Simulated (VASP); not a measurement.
# AlNi (Pm-3m) in VASP: notebook, part 2 of 2

VASP 6.6.1. The steps go on from the part before.

### Step 4. Single point, LDA, collinear spin, ferromagnetic start

INCAR

```
SYSTEM = AlNi
ALGO = Normal
EDIFF = 1E-6
ENCUT = 520
GGA = CA
ISIF = 2
ISMEAR = -1
ISPIN = 2
LASPH = .TRUE.
LCHARG = .FALSE.
LMAXMIX = 4
LORBIT = 11
LREAL = .FALSE.
LWAVE = .FALSE.
MAGMOM = 0.18 1.13
NBANDS = 18
NELM = 150
NUPDOWN = 1.5
PREC = Accurate
SIGMA = 0.3
```

KPOINTS

```
Automatic mesh
0
Gamma
  5 5 5
  0.5 0.5 0.5
```

POSCAR

```
AlNi
1.0
    2.8810000000      0.0000000000      0.0000000000
    0.0000000000      2.8810000000      0.0000000000
    0.0000000000      0.0000000000      2.8810000000
Al Ni
1 1
Direct
    0.0000000000      0.0000000000      0.0000000000
    0.5000000000      0.5000000000      0.5000000000
```

Potentials or basis: VASP PAW LDA potentials, release 64 (Al, Ni).

On the command line:

```
$ cat potpaw_LDA.64/Al/POTCAR potpaw_LDA.64/Ni/POTCAR > POTCAR
$ mpirun -np 1 vasp_std > vasp.out
```

OUTCAR:

```text
SYSTEM = AlNi
   EDIFF = 1E-6
   ENCUT = 520
   GGA = CA
   ISIF = 2
   ISMEAR = -1
   ISPIN = 2
   LASPH = .TRUE.
   LORBIT = 11
   LREAL = .FALSE.
   NELM = 150
   NUPDOWN = 1.5
   PREC = Accurate

 ion  position               nearest neighbor table
   1  0.000  0.000  0.000-   2 2.50   2 2.50   2 2.50   2 2.50   2 2.50   2 2.50   2 2.50   2 2.50

   2  0.500  0.500  0.500-   1 2.50   1 2.50   1 2.50   1 2.50   1 2.50   1 2.50   1 2.50   1 2.50

  LATTYP: Found a simple cubic cell.
 ALAT       =     2.8810000000

  Lattice vectors:

 A1 = (   2.8810000000,   0.0000000000,   0.0000000000)
 A2 = (   0.0000000000,   2.8810000000,   0.0000000000)
 A3 = (   0.0000000000,   0.0000000000,   2.8810000000)

Analysis of symmetry for initial positions (statically):
=====================================================================
 Subroutine PRICEL returns:
 Original cell was already a primitive cell.

 Routine SETGRP: Setting up the symmetry group for a
 simple cubic supercell.

 Subroutine GETGRP returns: Found 48 space group operations
[... 9 lines left out ...]

 Routine SETGRP: Setting up the symmetry group for a
 simple cubic supercell.

 Subroutine GETGRP returns: Found 48 space group operations
 (whereof 48 operations were pure point group operations)
 out of a pool of 48 trial point group operations.

The dynamic configuration has the point symmetry O_h .

Analysis of structural, dynamic, and magnetic symmetry:
=====================================================================
 Subroutine PRICEL returns:
 Original cell was already a primitive cell.

 Routine SETGRP: Setting up the symmetry group for a
 simple cubic supercell.

 Subroutine GETGRP returns: Found 48 space group operations
 (whereof 48 operations were pure point group operations)
 out of a pool of 48 trial point group operations.

The overall configuration has the point symmetry O_h .

 Subroutine INISYM returns: Found 48 space group operations
[... 5 lines left out ...]
                                     Primitive cell

  volume of cell :      23.9128

  direct lattice vectors                    reciprocal lattice vectors
[... 118 lines left out ...]
  energy without entropy =      -10.70733780  energy(sigma->0) =      -10.88217413

 E-fermi :   8.5602     XC(G=0): -12.3167

 val. band max:       11.6641204425   @ k =   0.5000   0.5000   0.1000
 cond. band min:       8.6434419597   @ k =   0.5000   0.5000   0.1000
 fundamental gap:     -3.0206784828
 Fermi energy:        11.8396018532

 spin component 1

 k-point     1 :       0.1000    0.1000    0.1000
  band No.  band energies     occupation
      1      -0.9785      1.00000
      2       5.6418      1.00000
      3       5.6418      1.00000
      4       7.0625      1.00000
      5       7.1015      1.00000
      6       7.1015      1.00000
[... 186 lines left out ...]
      4       7.5770      1.00000
      5       7.5770      1.00000
      6      11.5153      0.74667
[... 10 lines left out ...]
     17      40.6600      0.00000
     18      40.6600      0.00000
 Fermi energy:         8.5601549983

 spin component 2

 k-point     1 :       0.1000    0.1000    0.1000
  band No.  band energies     occupation
      1      -0.5378      1.00000
      2       6.5561      0.99875
      3       6.5561      0.99875
      4       7.8497      0.91438
      5       7.8968      0.90126
      6       7.8968      0.90126
[... 187 lines left out ...]
      5       8.6695      0.40990
      6      11.9733      0.00001
[... 10 lines left out ...]
     17      41.0841      0.00000
     18      41.0841      0.00000

------------------------ aborting loop because EDIFF is reached ----------------------------------------

  FORCE on cell =-STRESS in cart. coord.  units (eV):
  Direction    XX          YY          ZZ          XY          YZ          ZX
  --------------------------------------------------------------------------------------
  -------------------------------------------------------------------------------------
  Total        0.5441030      0.5441030      0.5441030      0.0000000      0.0000000     -0.0000000
  in kB       36.4554066     36.4554066     36.4554066      0.0000000      0.0000000     -0.0000000
  external PRESSURE =      36.4554066 kB  Pullay stress =       0.0000000 kB

 VOLUME and BASIS-vectors are now :
 -----------------------------------------------------------------------------
  energy-cutoff  :      520.00
  volume of cell :       23.91
      direct lattice vectors                 reciprocal lattice vectors
     2.881000000  0.000000000  0.000000000     0.347101701  0.000000000  0.000000000
     0.000000000  2.881000000  0.000000000     0.000000000  0.347101701  0.000000000
     0.000000000  0.000000000  2.881000000     0.000000000  0.000000000  0.347101701

 POSITION                                       TOTAL-FORCE (eV/Angst)
 -----------------------------------------------------------------------------------
      0.00000      0.00000      0.00000         0.000000      0.000000      0.000000
      1.44050      1.44050      1.44050         0.000000      0.000000      0.000000
 -----------------------------------------------------------------------------------
    total drift:                                0.000000      0.000000     -0.000000

  FREE ENERGIE OF THE ION-ELECTRON SYSTEM (eV)
  ---------------------------------------------------
  free  energy   TOTEN  =       -11.0570104658 eV

  energy  without entropy=      -10.7073378005  energy(sigma->0) =      -10.88217413

 total charge

# of ion       s       p       d       tot
------------------------------------------
    1        0.404   0.419   0.000   0.823
    2        0.517   0.561   8.344   9.422
--------------------------------------------------
tot          0.920   0.980   8.344  10.245

 magnetization (x)

# of ion       s       p       d       tot
------------------------------------------
    1        0.033   0.067   0.000   0.101
    2        0.079   0.131   0.863   1.073
--------------------------------------------------
tot          0.113   0.198   0.863   1.174
```

It took 17 s on 1 thread of AMD EPYC 7R13, shared host; peak memory 0.1 GiB.

What came out:

```
Free energy                                           : -11.0570 eV
Pressure                                              : 3.6 GPa
Net moment                                            : 1.50 μB per cell
Site moments                                          : Al +0.10; Ni +1.07 μB
Valence electrons inside the program's atomic spheres : Al 0.82; Ni 9.42
```

Caveat: the k points lie up to 0.44 Å⁻¹ apart; the total moment is fixed, so each spin has its own Fermi level.

### Step 5. Single point, LDA, collinear spin, ferromagnetic start

INCAR

```
PREC = Accurate ; ENCUT = 520
EDIFF = 1E-7 ; ISMEAR = -1
SIGMA = 0.3 ; LREAL = False
LASPH = True ; NELM = 150
ALGO = Normal ; ISIF = 2
LWAVE = False ; LCHARG = True
ISPIN = 2 ; MAGMOM = 0.23 1.33
LORBIT = 11 ; NUPDOWN = 1.8
LMAXMIX = 4 ; GGA = CA
LELF = True ; LVHAR = True
NBANDS = 18
```

KPOINTS is that of step 4.

POSCAR is that of step 4.

On the command line:

```
$ cat potpaw_LDA.64/Al/POTCAR potpaw_LDA.64/Ni/POTCAR > POTCAR
$ mpirun -np 1 vasp_std > vasp.out
```

It took 22 s on 1 thread of AMD EPYC 7R13, shared host; peak memory 0.1 GiB.

The run converged. Its results:

```
Free energy                                           : -10.5087 eV
Pressure                                              : 9.0 GPa
Net moment                                            : 1.80 μB per cell
Site moments                                          : Al +0.13; Ni +1.26 μB
Valence electrons inside the program's atomic spheres : Al 0.83; Ni 9.40
```

Caveat: the k points lie up to 0.44 Å⁻¹ apart; the total moment is fixed, so each spin has its own Fermi level.

### Step 6. Summary

```tsv
fixed moment (μB)	pressure (GPa)	moment (μB)
0.9	-4.0	0.90
1.2	-0.7	1.20
1.5	3.6	1.50
1.8	9.0	1.80
```

Alike in all rows: task single point; level LDA; potentials or basis VASP PAW LDA potentials, release 64 (Al, Ni); spin collinear, ferromagnetic start; cell as given; k mesh 5 × 5 × 5, shifted; cutoff (eV) 520; smearing fermi-dirac 0.3 eV.

Caveats: all runs use coarse meshes; the total moment is fixed, so each spin has its own Fermi level.

Total energies depend on the potentials used, so only differences within one code and one set of settings carry meaning.
